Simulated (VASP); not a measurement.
# AlAs (a.bA) (F-43m) in VASP: a series of runs

AlAs (a.bA) is run at these levels: PBEsol; tasks: single point.

All numbers are computed with VASP 6.6.1; they aren't measurements. Logs are shortened: lines on timing, memory, paths and dates and some standing lists are left out, and cuts for length are marked.

### 1 The cell of the first run

The structure is cubic, space group F-43m (No. 216). Conventional cell: a = 5.680 Å, b = 5.680 Å, c = 5.680 Å, α = 90.00°, β = 90.00°, γ = 90.00°. Within 3.2 Å of Al (site symmetry -43m) lie 4 As at 2.46 Å. Within 3.2 Å of As (site symmetry -43m) lie 4 Al at 2.46 Å.

### 2 Single point, PBEsol

The input, INCAR:

```
SYSTEM = AlAs
PREC     = Accurate       ! precision mode
ENCUT    = 500            ! plane-wave cutoff, eV
EDIFF    = 1E-6           ! SCF threshold, eV
ISMEAR   = 0              ! smearing method
SIGMA    = 0.1            ! smearing width, eV
LREAL    = .FALSE.        ! projectors in reciprocal space
LASPH    = .TRUE.         ! aspherical terms in the spheres
NELM     = 120            ! most SCF steps
ALGO     = Normal         ! electronic algorithm
ISIF     = 2              ! what is computed and relaxed
LWAVE    = .FALSE.        ! write WAVECAR
LCHARG   = .FALSE.        ! write CHGCAR
GGA      = PS             ! functional
NBANDS   = 11             ! bands
GGA_COMPAT= .FALSE.
```

The input, KPOINTS:

```
regular mesh
0
G
  6 6 6
  0 0 0
```

The input, POSCAR:

```
AlAs
1.0
    0.0000000000      2.8400000000      2.8400000000
    2.8400000000      0.0000000000      2.8400000000
    2.8400000000      2.8400000000      0.0000000000
Al As
1 1
Direct
    0.0000000000      0.0000000000      0.0000000000
    0.2500000000      0.2500000000      0.2500000000
```

Potentials or basis: VASP PAW PBE potentials, release 64 (Al, As).

On the command line:

```bash
> cat potpaw_PBE.64/Al/POTCAR potpaw_PBE.64/As/POTCAR > POTCAR
> mpirun -np 1 vasp_std > vasp.out
```

OUTCAR:

```text
SYSTEM = AlAs
   PREC = Accurate
   ENCUT = 500
   EDIFF = 1E-6
   ISMEAR = 0
   LREAL = .FALSE.
   LASPH = .TRUE.
   NELM = 120
   ISIF = 2
   GGA = PS

 ion  position               nearest neighbor table
   1  0.000  0.000  0.000-   2 2.46   2 2.46   2 2.46   2 2.46
   2  0.250  0.250  0.250-   1 2.46   1 2.46   1 2.46   1 2.46

  LATTYP: Found a face centered cubic cell.
 ALAT       =     5.6800000000

  Lattice vectors:

 A1 = (   0.0000000000,   2.8400000000,   2.8400000000)
 A2 = (   2.8400000000,   0.0000000000,   2.8400000000)
 A3 = (   2.8400000000,   2.8400000000,   0.0000000000)

Analysis of symmetry for initial positions (statically):
=====================================================================
 Subroutine PRICEL returns:
 Original cell was already a primitive cell.

 Routine SETGRP: Setting up the symmetry group for a
 face centered cubic supercell.

 Subroutine GETGRP returns: Found 24 space group operations
 (whereof 24 operations were pure point group operations)
 out of a pool of 48 trial point group operations.

The static configuration has the point symmetry T_d .

Analysis of symmetry for dynamics (positions and initial velocities):
=====================================================================
 Subroutine PRICEL returns:
 Original cell was already a primitive cell.

 Routine SETGRP: Setting up the symmetry group for a
 face centered cubic supercell.

 Subroutine GETGRP returns: Found 24 space group operations
 (whereof 24 operations were pure point group operations)
 out of a pool of 48 trial point group operations.

The dynamic configuration has the point symmetry T_d .

 Subroutine INISYM returns: Found 24 space group operations
 (whereof 24 operations are pure point group operations),
 and found     1 'primitive' translations

----------------------------------------------------------------------------------------

                                     Primitive cell

  volume of cell :      45.8126

  direct lattice vectors                    reciprocal lattice vectors
     0.000000000  2.840000000  2.840000000    -0.176056338  0.176056338  0.176056338
     2.840000000  0.000000000  2.840000000     0.176056338 -0.176056338  0.176056338
     2.840000000  2.840000000  0.000000000     0.176056338  0.176056338 -0.176056338

  length of vectors
     4.016366517  4.016366517  4.016366517     0.304938522  0.304938522  0.304938522

  position of ions in fractional coordinates (direct lattice)
     0.000000000  0.000000000  0.000000000
     0.250000000  0.250000000  0.250000000

  ion indices of the primitive-cell ions
   primitive index   ion index
                 1           1
                 2           2

----------------------------------------------------------------------------------------

 KPOINTS: regular mesh

Automatic generation of k-mesh.
 Grid dimensions read from file:
 generate k-points for:    6    6    6

 Generating k-lattice:

  Cartesian coordinates                     Fractional coordinates (reciprocal lattice)
    -0.029342723  0.029342723  0.029342723     0.166666667  0.000000000  0.000000000
     0.029342723 -0.029342723  0.029342723     0.000000000  0.166666667  0.000000000
     0.029342723  0.029342723 -0.029342723     0.000000000  0.000000000  0.166666667

  Length of vectors
     0.050823087  0.050823087  0.050823087

  Shift w.r.t. Gamma in fractional coordinates (k-lattice)
     0.000000000  0.000000000  0.000000000

 Subroutine IBZKPT returns following result:
 ===========================================

 Found     16 irreducible k-points:

 Following reciprocal coordinates:
            Coordinates               Weight
  0.000000  0.000000  0.000000      1.000000
  0.166667  0.000000  0.000000      8.000000
  0.333333  0.000000  0.000000      8.000000
  0.500000  0.000000  0.000000      4.000000
  0.166667  0.166667  0.000000      6.000000
  0.333333  0.166667  0.000000     24.000000
[... 8 lines left out ...]
 -0.333333  0.333333  0.166667     24.000000
 -0.333333  0.500000  0.166667     12.000000
   k-points           NKPTS =     16   k-points in BZ     NKDIM =     16   number of bands    NBANDS=     11
   number of dos      NEDOS =    301   number of ions     NIONS =      2
   total plane-waves  NPLWV =  27000
   dimension x,y,z NGX =    30 NGY =   30 NGZ =   30
   dimension x,y,z NGXF=    60 NGYF=   60 NGZF=   60
   ions per type =               1   1
   NGX,Y,Z   is equivalent  to a cutoff of  12.42, 12.42, 12.42 a.u.
   NGXF,Y,Z  is equivalent  to a cutoff of  24.84, 24.84, 24.84 a.u.
 SYSTEM =  AlAs
   PREC   = accura    normal or accurate (medium, high low for compatibility)
   ISTART =      0    job   : 0-new  1-cont  2-samecut
   ICHARG =      2    charge: 1-file 2-atom 10-const
   ISPIN  =      1    spin polarized calculation?
   LNONCOLLINEAR =      F non collinear calculations
   LSORBIT =      F    spin-orbit coupling
   LASPH  =      T    aspherical Exc in radial PAW
   ENCUT  =  500.0 eV  36.75 Ry    6.06 a.u.   7.32  7.32  7.32*2*pi/ulx,y,z
   NELM   =    120;   NELMIN=  2; NELMDL= -5     # of ELM steps
   EDIFF  = 0.1E-05   stopping-criterion for ELM
   LREAL  =      F    real-space projection
   EDIFFG = 0.1E-04   stopping-criterion for IOM
   NSW    =      0    number of steps for IOM
   IBRION =     -1    ionic relax: 0-MD 1-quasi-New 2-CG
   NFREE  =      0    steps in history (QN), initial steepest desc. (CG)
   ISIF   =      2    stress and relaxation
   ISYM   =      2    0-nonsym 1-usesym 2-fastsym
   POTIM  = 0.5000    time-step for ionic-motion
   TEBEG  =    0.0;   TEEND  =   0.0 temperature during run
   PSTRESS=    0.0 pullay stress
   NELECT =       8.0000    total number of electrons
   NUPDOWN=      -1.0000    fix difference up-down
   EMIN   =  10.00;   EMAX   =-10.00  energy-range for DOS
   EFERMI =   0.00;   METHOD = LEGACY
   ISMEAR =     0;   SIGMA  =   0.10  broadening in eV -4-tet -1-fermi 0-gaus
   EFERMI_NEDOS =   21; number of points for ismear=-14 and -15
   IALGO  =     38    algorithm
   IMIX   =      4    mixing-type and parameters
     AMIX     =   0.40;   BMIX     =  1.00
     AMIX_MAG =   1.60;   BMIX_MAG =  1.00
  volume/ion in A,a.u.               =      22.91       154.58
  Fermi-wavevector in a.u.,A,eV,Ry     =   0.915046  1.729187 11.392295  0.837310
  Thomas-Fermi vector in A             =   2.039743
   LORBIT       =      0    0 simple, 1 ext, 2 COOP (PROOUT), +10 PAW based schemes
   GGA     = PS    functional components
   LHFCALC =     F    Hartree Fock is set to
   AEXX    =    0.0000 exact exchange contribution
   IVDW    =     0    specifies the selected vdW correction
   LEPSILON=     F    determine dielectric tensor
   LRPA    =     F    only Hartree local field effects (RPA)
 non-spin polarized calculation
 Gauss-broadening in eV      SIGMA  =   0.10
  energy-cutoff  :      500.00
  volume of cell :       45.81
 maximum number of plane-waves:      1211
 NGX is ok and might be reduce to    30
   NGX = 15   NGY = 15   NGZ = 15

 number of electron       7.9999999 magnetization

 Free energy of the ion-electron system (eV)
  ---------------------------------------------------
  ext. energy  EPLUGINS =         0.00000000
  ---------------------------------------------------
  free energy    TOTEN  =       -10.05369340 eV

  energy without entropy =      -10.05369340  energy(sigma->0) =      -10.05369340

 E-fermi :   4.2061     XC(G=0):  -9.1543

 val. band max:        3.7219121734   @ k =   0.0000   0.0000   0.0000
 cond. band min:       5.0540162011   @ k =   0.5000   0.5000   0.0000
 fundamental gap:      1.3321040277
 Fermi energy:         4.2060671772

 k-point     1 :       0.0000    0.0000    0.0000
  band No.  band energies     occupation
      1      -8.1086      2.00000
      2       3.7219      2.00000
      3       3.7219      2.00000
      4       3.7219      2.00000
      5       5.6209      0.00000
      6       7.9634      0.00000
      7       7.9634      0.00000
      8       7.9634      0.00000
      9      12.3735      0.00000
     10      12.6884      0.00000
     11      12.6884      0.00000

 k-point     2 :       0.1667    0.0000    0.0000
  band No.  band energies     occupation
      1      -7.8428      2.00000
      2       1.6104      2.00000
      3       3.4603      2.00000
      4       3.4603      2.00000
      5       6.4357      0.00000
      6       8.3959      0.00000
      7       8.3959      0.00000
      8       8.8153      0.00000
      9      11.8829      0.00000
     10      11.8829      0.00000
     11      13.2588      0.00000

 k-point     3 :       0.3333    0.0000    0.0000
  band No.  band energies     occupation
      1      -7.1708      2.00000
      2      -0.7695      2.00000
      3       3.0628      2.00000
      4       3.0628      2.00000
      5       5.9885      0.00000
      6       8.5257      0.00000
      7       8.5257      0.00000
      8      11.0562      0.00000
      9      12.6856      0.00000
     10      12.6856      0.00000
     11      12.8947      0.00000

 k-point     4 :       0.5000    0.0000    0.0000
  band No.  band energies     occupation
      1      -6.7035      2.00000
      2      -1.8389      2.00000
      3       2.9025      2.00000
      4       2.9025      2.00000
      5       5.7623      0.00000
      6       8.3417      0.00000
      7       8.3417      0.00000
      8      11.2770      0.00000
      9      14.6991      0.00000
     10      15.1753      0.00000
     11      15.1753      0.00000
[... 127 lines left out ...]
 k-point    14 :       0.5000    0.3333    0.1667
  band No.  band energies     occupation
      1      -6.6514      2.00000
      2      -0.9089      2.00000
      3       1.0007      2.00000
      4       2.0758      2.00000
      5       7.3006      0.00000
      6       8.1850      0.00000
      7       8.7838      0.00000
      8      11.5528      0.00000
      9      12.8740      0.00000
     10      14.3026      0.00000
     11      16.5711      0.00000

 k-point    15 :      -0.3333    0.3333    0.1667
  band No.  band energies     occupation
      1      -6.2961      2.00000
      2      -1.3843      2.00000
      3       0.5466      2.00000
      4       1.6953      2.00000
      5       7.5653      0.00000
      6       8.2157      0.00000
      7      10.3368      0.00000
      8      11.0266      0.00000
      9      11.9755      0.00000
     10      15.0729      0.00000
     11      16.3925      0.00000

 k-point    16 :      -0.3333    0.5000    0.1667
  band No.  band energies     occupation
      1      -6.1381      2.00000
      2      -1.4499      2.00000
      3       0.7863      2.00000
      4       1.0304      2.00000
      5       6.7956      0.00000
      6       7.7573      0.00000
      7      10.7379      0.00000
      8      11.4483      0.00000
      9      14.1773      0.00000
     10      15.9336      0.00000
     11      16.1440      0.00000

------------------------ aborting loop because EDIFF is reached ----------------------------------------

  FORCE on cell =-STRESS in cart. coord.  units (eV):
  Direction    XX          YY          ZZ          XY          YZ          ZX
  --------------------------------------------------------------------------------------
  -------------------------------------------------------------------------------------
  Total        0.0231114      0.0231114      0.0231114      0.0000000      0.0000000     -0.0000000
  in kB        0.8082612      0.8082612      0.8082612      0.0000000      0.0000000     -0.0000000
  external PRESSURE =       0.8082612 kB  Pullay stress =       0.0000000 kB

 VOLUME and BASIS-vectors are now :
 -----------------------------------------------------------------------------
  energy-cutoff  :      500.00
  volume of cell :       45.81
      direct lattice vectors                 reciprocal lattice vectors
     0.000000000  2.840000000  2.840000000    -0.176056338  0.176056338  0.176056338
     2.840000000  0.000000000  2.840000000     0.176056338 -0.176056338  0.176056338
     2.840000000  2.840000000  0.000000000     0.176056338  0.176056338 -0.176056338

 POSITION                                       TOTAL-FORCE (eV/Angst)
 -----------------------------------------------------------------------------------
      0.00000      0.00000      0.00000        -0.000000     -0.000000     -0.000000
      1.42000      1.42000      1.42000         0.000000      0.000000      0.000000
 -----------------------------------------------------------------------------------
    total drift:                                0.000000      0.000000      0.000000

  FREE ENERGIE OF THE ION-ELECTRON SYSTEM (eV)
  ---------------------------------------------------
  free  energy   TOTEN  =       -10.0536934017 eV

  energy  without entropy=      -10.0536934017  energy(sigma->0) =      -10.05369340
```

Run time: 16 s. Hardware: 1 thread of Intel Xeon 8259CL, shared host; peak memory 0.16 GiB.

What came out:

* Free energy: -10.0537 eV
* Pressure: 0.1 GPa
* Band gap on the k mesh: 1.33 eV, indirect (least direct gap 1.90 eV)

Caveat: the PAW data sets were made with another functional, which shifts forces and pressure a little. A k mesh can miss the band edges.

### 3 Single point, PBEsol

This run uses another cell than the first one, of 22.84 Å³/atom, 0.997 times its volume.

The input, INCAR:

```
PREC = Accurate
ENCUT = 500
EDIFF = 1E-6
ISMEAR = 0
SIGMA = 0.02
LREAL = F
LASPH = T
NELM = 120
ALGO = Normal
ISIF = 2
LWAVE = F
LCHARG = T
GGA = PS
LELF = T
LVHAR = T
NBANDS = 11
GGA_COMPAT = F
```

The input, KPOINTS:

```
Automatic mesh
0
Gamma
  8 8 8
```

The input, POSCAR:

```
AlAs
1.0
    0.0000000000      2.8372289482      2.8372289482
    2.8372289482      0.0000000000      2.8372289482
    2.8372289482      2.8372289482      0.0000000000
Al As
1 1
Direct
    0.0000000000      0.0000000000      0.0000000000
    0.2500000000      0.2500000000      0.2500000000
```

Potentials or basis: VASP PAW PBE potentials, release 64 (Al, As).

On the command line:

```bash
> cat potpaw_PBE.64/Al/POTCAR potpaw_PBE.64/As/POTCAR > POTCAR
> mpirun -np 1 vasp_std > vasp.out
```

Run time: 26 s. Hardware: 1 thread of Intel Xeon 8259CL, shared host; peak memory 0.17 GiB.

Results (log left out):

| Property | Result |
| --- | --- |
| Free energy | -10.0647 eV |
| Pressure | 0.3 GPa |
| Band gap on the k mesh | 1.33 eV, indirect (least direct gap 1.92 eV) |

Levels at points of the mesh, in eV from the valence-band top:
```tsv
k point	band 1	band 2	band 3	band 4	band 5	band 6	band 7	band 8
(0.00, 0.00, 0.00)	-11.85	0.00	0.00	0.00	1.92	4.25	4.25	4.25
(0.50, 0.00, 0.00)	-10.44	-5.57	-0.82	-0.82	2.05	4.63	4.63	7.56
(0.50, 0.50, 0.00)	-9.89	-5.42	-2.17	-2.17	1.33	2.22	10.23	10.23
```

Caveat: the PAW data sets were made with another functional, which shifts forces and pressure a little.
